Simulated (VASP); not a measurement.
# AlP (e600) (F-43m) in VASP: further runs

Runs on AlP (e600). Level: PBEsol. Tasks: single point.

Everything below comes from runs of VASP 6.6.1. Logs are shortened: lines on timing, memory, paths and dates and some standing lists are left out, and cuts for length are marked.

## 1. The cell of the first run

It takes space group F-43m (No. 216, cubic). Conventional cell: a = 5.470 Å, b = 5.470 Å, c = 5.470 Å, α = 90.00°, β = 90.00°, γ = 90.00°. Al (site symmetry -43m) has 4 P at 2.37 Å within 3.1 Å. P (site symmetry -43m) has 4 Al at 2.37 Å within 3.1 Å.

## 2. Single point, PBEsol

INCAR

```
  PREC = Accurate
  ENCUT = 500
  EDIFF = 1E-6
  ISMEAR = 0
  SIGMA = 0.02
  LREAL = F
  LASPH = T
  NELM = 120
  ALGO = Normal
  ISIF = 2
  LWAVE = F
  LCHARG = F
  GGA = PS
  NBANDS = 11
  GGA_COMPAT = F
```

KPOINTS

```
regular mesh
0
Gamma
  8 8 8
```

POSCAR

```
AlP
1.0
    0.0000000000      2.7351478574      2.7351478574
    2.7351478574      0.0000000000      2.7351478574
    2.7351478574      2.7351478574      0.0000000000
Al P
1 1
Direct
    0.0000000000      0.0000000000      0.0000000000
    0.2500000000      0.2500000000      0.2500000000
```

Potentials or basis: VASP PAW PBE potentials, release 64 (Al, P).

Run with:

```
$ cat potpaw_PBE.64/Al/POTCAR potpaw_PBE.64/P/POTCAR > POTCAR
$ mpirun -np 1 vasp_std > vasp.out
```

OUTCAR:

```text
PREC = Accurate
   ENCUT = 500
   EDIFF = 1E-6
   ISMEAR = 0
   LREAL = F
   LASPH = T
   NELM = 120
   ISIF = 2
   GGA = PS

 ion  position               nearest neighbor table
   1  0.000  0.000  0.000-   2 2.37   2 2.37   2 2.37   2 2.37
   2  0.250  0.250  0.250-   1 2.37   1 2.37   1 2.37   1 2.37

  LATTYP: Found a face centered cubic cell.
 ALAT       =     5.4702957148

  Lattice vectors:

 A1 = (   0.0000000000,   2.7351478574,   2.7351478574)
 A2 = (   2.7351478574,   0.0000000000,   2.7351478574)
 A3 = (   2.7351478574,   2.7351478574,   0.0000000000)

Analysis of symmetry for initial positions (statically):
=====================================================================
 Subroutine PRICEL returns:
 Original cell was already a primitive cell.

 Routine SETGRP: Setting up the symmetry group for a
 face centered cubic supercell.

 Subroutine GETGRP returns: Found 24 space group operations
 (whereof 24 operations were pure point group operations)
 out of a pool of 48 trial point group operations.

The static configuration has the point symmetry T_d .

Analysis of symmetry for dynamics (positions and initial velocities):
=====================================================================
 Subroutine PRICEL returns:
 Original cell was already a primitive cell.

 Routine SETGRP: Setting up the symmetry group for a
 face centered cubic supercell.

 Subroutine GETGRP returns: Found 24 space group operations
 (whereof 24 operations were pure point group operations)
 out of a pool of 48 trial point group operations.

The dynamic configuration has the point symmetry T_d .

 Subroutine INISYM returns: Found 24 space group operations
 (whereof 24 operations are pure point group operations),
 and found     1 'primitive' translations

----------------------------------------------------------------------------------------

                                     Primitive cell

  volume of cell :      40.9235

  direct lattice vectors                    reciprocal lattice vectors
     0.000000000  2.735147857  2.735147857    -0.182805474  0.182805474  0.182805474
     2.735147857  0.000000000  2.735147857     0.182805474 -0.182805474  0.182805474
     2.735147857  2.735147857  0.000000000     0.182805474  0.182805474 -0.182805474

  length of vectors
     3.868083195  3.868083195  3.868083195     0.316628369  0.316628369  0.316628369

  position of ions in fractional coordinates (direct lattice)
     0.000000000  0.000000000  0.000000000
     0.250000000  0.250000000  0.250000000

  ion indices of the primitive-cell ions
   primitive index   ion index
                 1           1
                 2           2

----------------------------------------------------------------------------------------

 KPOINTS: regular mesh

Automatic generation of k-mesh.
 Grid dimensions read from file:
 generate k-points for:    8    8    8

 Generating k-lattice:

  Cartesian coordinates                     Fractional coordinates (reciprocal lattice)
    -0.022850684  0.022850684  0.022850684     0.125000000  0.000000000  0.000000000
     0.022850684 -0.022850684  0.022850684     0.000000000  0.125000000  0.000000000
     0.022850684  0.022850684 -0.022850684     0.000000000  0.000000000  0.125000000

  Length of vectors
     0.039578546  0.039578546  0.039578546

  Shift w.r.t. Gamma in fractional coordinates (k-lattice)
     0.000000000  0.000000000  0.000000000

 Subroutine IBZKPT returns following result:
 ===========================================

 Found     29 irreducible k-points:

 Following reciprocal coordinates:
            Coordinates               Weight
  0.000000  0.000000  0.000000      1.000000
  0.125000  0.000000  0.000000      8.000000
  0.250000  0.000000  0.000000      8.000000
  0.375000  0.000000  0.000000      8.000000
  0.500000  0.000000  0.000000      4.000000
  0.125000  0.125000  0.000000      6.000000
[... 16 lines left out ...]
  0.500000  0.250000  0.125000     48.000000
 -0.375000  0.250000  0.125000     24.000000
 [... further k-points ...]
   k-points           NKPTS =     29   k-points in BZ     NKDIM =     29   number of bands    NBANDS=     11
   number of dos      NEDOS =    301   number of ions     NIONS =      2
   total plane-waves  NPLWV =  21952
   dimension x,y,z NGX =    28 NGY =   28 NGZ =   28
   dimension x,y,z NGXF=    56 NGYF=   56 NGZF=   56
   ions per type =               1   1
   NGX,Y,Z   is equivalent  to a cutoff of  12.03, 12.03, 12.03 a.u.
   NGXF,Y,Z  is equivalent  to a cutoff of  24.07, 24.07, 24.07 a.u.
 SYSTEM =  unknown system
   PREC   = accura    normal or accurate (medium, high low for compatibility)
   ISTART =      0    job   : 0-new  1-cont  2-samecut
   ICHARG =      2    charge: 1-file 2-atom 10-const
   ISPIN  =      1    spin polarized calculation?
   LNONCOLLINEAR =      F non collinear calculations
   LSORBIT =      F    spin-orbit coupling
   LASPH  =      T    aspherical Exc in radial PAW
   ENCUT  =  500.0 eV  36.75 Ry    6.06 a.u.   7.05  7.05  7.05*2*pi/ulx,y,z
   NELM   =    120;   NELMIN=  2; NELMDL= -5     # of ELM steps
   EDIFF  = 0.1E-05   stopping-criterion for ELM
   LREAL  =      F    real-space projection
[... 7 lines left out ...]
   TEBEG  =    0.0;   TEEND  =   0.0 temperature during run
   PSTRESS=    0.0 pullay stress
   NELECT =       8.0000    total number of electrons
   NUPDOWN=      -1.0000    fix difference up-down
   EMIN   =  10.00;   EMAX   =-10.00  energy-range for DOS
   EFERMI =   0.00;   METHOD = LEGACY
   ISMEAR =     0;   SIGMA  =   0.02  broadening in eV -4-tet -1-fermi 0-gaus
   EFERMI_NEDOS =   21; number of points for ismear=-14 and -15
   IALGO  =     38    algorithm
   IMIX   =      4    mixing-type and parameters
     AMIX     =   0.40;   BMIX     =  1.00
     AMIX_MAG =   1.60;   BMIX_MAG =  1.00
  volume/ion in A,a.u.               =      20.46       138.08
  Fermi-wavevector in a.u.,A,eV,Ry     =   0.950125  1.795476 12.282486  0.902737
  Thomas-Fermi vector in A             =   2.078472
   LORBIT       =      0    0 simple, 1 ext, 2 COOP (PROOUT), +10 PAW based schemes
   GGA     = PS    functional components
   LHFCALC =     F    Hartree Fock is set to
   AEXX    =    0.0000 exact exchange contribution
   IVDW    =     0    specifies the selected vdW correction
   LEPSILON=     F    determine dielectric tensor
   LRPA    =     F    only Hartree local field effects (RPA)
 non-spin polarized calculation
 Gauss-broadening in eV      SIGMA  =   0.02
  energy-cutoff  :      500.00
  volume of cell :       40.92
 maximum number of plane-waves:      1056
   NGX = 15   NGY = 15   NGZ = 15

 number of electron       8.0000000 magnetization

 Free energy of the ion-electron system (eV)
  ---------------------------------------------------
  ext. energy  EPLUGINS =         0.00000000
  ---------------------------------------------------
  free energy    TOTEN  =       -10.99516452 eV

  energy without entropy =      -10.99516452  energy(sigma->0) =      -10.99516452

 E-fermi :   4.5813     XC(G=0):  -9.3433

 val. band max:        4.4836700795   @ k =   0.0000   0.0000   0.0000
 cond. band min:       5.9330682391   @ k =   0.5000   0.5000   0.0000
 fundamental gap:      1.4493981597
 Fermi energy:         4.5813226448

 k-point     1 :       0.0000    0.0000    0.0000
  band No.  band energies     occupation
      1      -7.0115      2.00000
      2       4.4837      2.00000
      3       4.4837      2.00000
      4       4.4837      2.00000
      5       7.6395      0.00000
      6       8.9880      0.00000
      7       8.9880      0.00000
      8       8.9880      0.00000
      9      13.2795      0.00000
     10      13.2795      0.00000
     11      14.5397      0.00000

 k-point     2 :       0.1250    0.0000    0.0000
  band No.  band energies     occupation
      1      -6.8390      2.00000
      2       3.2438      2.00000
      3       4.3347      2.00000
      4       4.3347      2.00000
      5       8.0820      0.00000
      6       9.2715      0.00000
      7       9.2715      0.00000
      8       9.4865      0.00000
      9      12.7697      0.00000
     10      12.7697      0.00000
     11      15.1818      0.00000

 k-point     3 :       0.2500    0.0000    0.0000
  band No.  band energies     occupation
      1      -6.3532      2.00000
      2       1.2872      2.00000
      3       4.0398      2.00000
      4       4.0398      2.00000
      5       7.7089      0.00000
      6       9.5719      0.00000
      7       9.5719      0.00000
      8      11.2906      0.00000
      9      12.7390      0.00000
     10      12.7390      0.00000
     11      14.6387      0.00000

 k-point     4 :       0.3750    0.0000    0.0000
  band No.  band energies     occupation
      1      -5.6990      2.00000
      2      -0.3578      2.00000
      3       3.8045      2.00000
      4       3.8045      2.00000
      5       7.3316      0.00000
      6       9.3754      0.00000
      7       9.3754      0.00000
      8      12.4679      0.00000
      9      14.1343      0.00000
     10      14.1343      0.00000
     11      14.9363      0.00000
[... 239 lines left out ...]
 k-point    22 :       0.3750    0.2500    0.1250
  band No.  band energies     occupation
      1      -5.9419      2.00000
      2       0.9680      2.00000
      3       2.5707      2.00000
      4       3.5641      2.00000
      5       8.2519      0.00000
      6       9.2213      0.00000
      7       9.8394      0.00000
      8      11.2289      0.00000
      9      12.7434      0.00000
     10      15.1933      0.00000
     11      17.2590      0.00000

 k-point    23 :       0.5000    0.2500    0.1250
  band No.  band energies     occupation
      1      -5.3426      2.00000
      2      -0.1449      2.00000
      3       2.0013      2.00000
      4       3.1770      2.00000
      5       8.3453      0.00000
      6       9.1879      0.00000
      7      10.4358      0.00000
      8      11.5158      0.00000
      9      13.8730      0.00000
     10      15.7095      0.00000
     11      17.1856      0.00000

 k-point    24 :      -0.3750    0.2500    0.1250
  band No.  band energies     occupation
      1      -5.0136      2.00000
      2      -0.7070      2.00000
      3       1.8665      2.00000
      4       2.9881      2.00000
      5       8.3425      0.00000
      6       8.9188      0.00000
      7      11.3035      0.00000
      8      12.0950      0.00000
      9      13.3858      0.00000
     10      15.8220      0.00000
     11      17.1353      0.00000

 [... further k-points ...]
[... 5 lines left out ...]
  --------------------------------------------------------------------------------------
  -------------------------------------------------------------------------------------
  Total        0.0111782      0.0111782      0.0111782      0.0000000      0.0000000     -0.0000000
  in kB        0.4376337      0.4376337      0.4376337      0.0000000      0.0000000     -0.0000000
  external PRESSURE =       0.4376337 kB  Pullay stress =       0.0000000 kB

 VOLUME and BASIS-vectors are now :
 -----------------------------------------------------------------------------
  energy-cutoff  :      500.00
  volume of cell :       40.92
      direct lattice vectors                 reciprocal lattice vectors
     0.000000000  2.735147857  2.735147857    -0.182805474  0.182805474  0.182805474
     2.735147857  0.000000000  2.735147857     0.182805474 -0.182805474  0.182805474
     2.735147857  2.735147857  0.000000000     0.182805474  0.182805474 -0.182805474

 POSITION                                       TOTAL-FORCE (eV/Angst)
 -----------------------------------------------------------------------------------
      0.00000      0.00000      0.00000         0.000000      0.000000      0.000000
      1.36757      1.36757      1.36757        -0.000000     -0.000000     -0.000000
 -----------------------------------------------------------------------------------
    total drift:                                0.000000      0.000000      0.000000

  FREE ENERGIE OF THE ION-ELECTRON SYSTEM (eV)
  ---------------------------------------------------
  free  energy   TOTEN  =       -10.9951645178 eV

  energy  without entropy=      -10.9951645178  energy(sigma->0) =      -10.99516452
```

Run time: 9.6 s. Hardware: 1 thread of AMD EPYC 7R43 (Zen 3), shared host; peak memory 0.12 GiB.

Results:

| Quantity | Value |
| --- | --- |
| Free energy | -10.9952 eV |
| Pressure | 0.0 GPa |
| Band gap on the k mesh | 1.45 eV, indirect (least direct gap 3.16 eV) |

Caveat: the PAW data sets were made with another functional, which shifts forces and pressure a little.

## 3. Single point, PBEsol

INCAR

```
SYSTEM = AlP
PREC     = Accurate       ! precision mode
ENCUT    = 500            ! plane-wave cutoff, eV
EDIFF    = 1E-6           ! SCF threshold, eV
ISMEAR   = 0              ! smearing method
SIGMA    = 0.01           ! smearing width, eV
LREAL    = .False.        ! projectors in reciprocal space
LASPH    = .True.         ! aspherical terms in the spheres
NELM     = 120            ! most SCF steps
ALGO     = Normal         ! electronic algorithm
ISIF     = 2              ! what is computed and relaxed
LWAVE    = .False.        ! write WAVECAR
LCHARG   = .False.        ! write CHGCAR
GGA      = PS             ! functional
NBANDS   = 11             ! bands
GGA_COMPAT= .False.
```

KPOINTS

```
regular mesh
0
Gamma
  8 8 8
  0 0 0
```

POSCAR is that of step 2.

Potentials or basis: VASP PAW PBE potentials, release 64 (Al, P).

Run with:

```
$ cat potpaw_PBE.64/Al/POTCAR potpaw_PBE.64/P/POTCAR > POTCAR
$ mpirun -np 1 vasp_std > vasp.out
```

Wall time 9.8 s (1 thread of AMD EPYC 7R43 (Zen 3), shared host); peak memory 0.12 GiB.

It converged, with:

```
Free energy            : -10.9952 eV
Pressure               : 0.0 GPa
Band gap on the k mesh : 1.45 eV, indirect (least direct gap 3.16 eV)
```

Levels at points of the mesh, in eV from the valence-band top:
| k point | band 1 | band 2 | band 3 | band 4 | band 5 | band 6 | band 7 | band 8 | band 9 |
| --- | --- | --- | --- | --- | --- | --- | --- | --- | --- |
| (0.00, 0.00, 0.00) | -11.50 | 0.00 | 0.00 | 0.00 | 3.16 | 4.50 | 4.50 | 4.50 | 8.80 |
| (0.50, 0.00, 0.00) | -9.81 | -5.56 | -0.76 | -0.76 | 2.71 | 4.75 | 4.75 | 8.06 | 11.50 |
| (0.50, 0.50, 0.00) | -9.15 | -5.32 | -2.11 | -2.11 | 1.45 | 2.37 | 10.94 | 10.94 | 11.89 |

Caveat: the PAW data sets were made with another functional, which shifts forces and pressure a little.

## 4. Single point, PBEsol

INCAR

```
ALGO = Normal
EDIFF = 1E-6
ENCUT = 500
GGA = PS
GGA_COMPAT = False
ISIF = 2
ISMEAR = 0
LASPH = True
LCHARG = False
LREAL = False
LWAVE = False
NBANDS = 11
NELM = 120
PREC = Accurate
SIGMA = 0.01
```

KPOINTS

```
k-points
0
Gamma
  8 8 8
```

POSCAR is that of step 3.

Run with:

```
$ cat potpaw_PBE.64/Al/POTCAR potpaw_PBE.64/P/POTCAR > POTCAR
$ mpirun -np 1 vasp_std > vasp.out
```

Wall time 10 s (1 thread of AMD EPYC 7R43 (Zen 3), shared host); peak memory 0.12 GiB.

The run converged. Its results:

```
Free energy            : -10.9952 eV
Pressure               : 0.0 GPa
Band gap on the k mesh : 1.45 eV, indirect (least direct gap 3.16 eV)
```

Levels at points of the mesh, in eV from the valence-band top:
```
           k point  band 1  band 2  band 3  band 4  band 5  band 6  band 7  band 8  band 9
(0.00, 0.00, 0.00)  -11.50    0.00    0.00    0.00    3.16    4.50    4.50    4.50    8.80
(0.50, 0.00, 0.00)   -9.81   -5.56   -0.76   -0.76    2.71    4.75    4.75    8.06   11.50
(0.50, 0.50, 0.00)   -9.15   -5.32   -2.11   -2.11    1.45    2.37   10.94   10.94   11.89
```

Caveat: the PAW data sets were made with another functional, which shifts forces and pressure a little. A k mesh can miss the band edges.
